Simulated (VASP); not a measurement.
A run of VASP 6.6.1:

The input INCAR:

```
SYSTEM = LiZn3
PREC = Accurate ; ENCUT = 520
EDIFF = 1E-6 ; ISMEAR = 0
SIGMA = 0.05 ; LREAL = .False.
LASPH = .True. ; NELM = 100
ALGO = Normal ; ISIF = 2
LWAVE = .False. ; LCHARG = .False.
GGA = PS ; NBANDS = 49
```

The input KPOINTS:

```
regular mesh
0
Gamma
  5 5 5
  0 0 0
```

POSCAR

```
LiZn3
1.0
    5.4170610000      0.0000000000      0.0000000000
   -2.7085300000      4.6913120000      0.0000000000
    0.0000000000      0.0000000000      4.3368300000
Li Zn
2 6
Direct
    0.6666670000      0.3333330000      0.2500000000
    0.3333330000      0.6666670000      0.7500000000
    0.6650760000      0.8325380000      0.2500000000
    0.1674620000      0.3349240000      0.2500000000
    0.8325380000      0.1674620000      0.7500000000
    0.3349240000      0.1674620000      0.7500000000
    0.8325380000      0.6650760000      0.7500000000
    0.1674620000      0.8325380000      0.2500000000
```

Potentials or basis: VASP PAW PBE potentials, release 64 (Li_sv, Zn).

The run is started by

```console
$ cat potpaw_PBE.64/Li_sv/POTCAR potpaw_PBE.64/Zn/POTCAR > POTCAR
$ mpirun -np 1 vasp_std > vasp.out
```

Hardware: 1 thread of AMD EPYC 7R13 Processor (Zen 3), on a shared host.

Task: How long does it take, and how much memory?

Result: Wall time 65 s on 1 thread of AMD EPYC 7R13 Processor (Zen 3), with other jobs on the host, peak memory 0.21 GiB. Counts: scf iterations 13, k points 15.
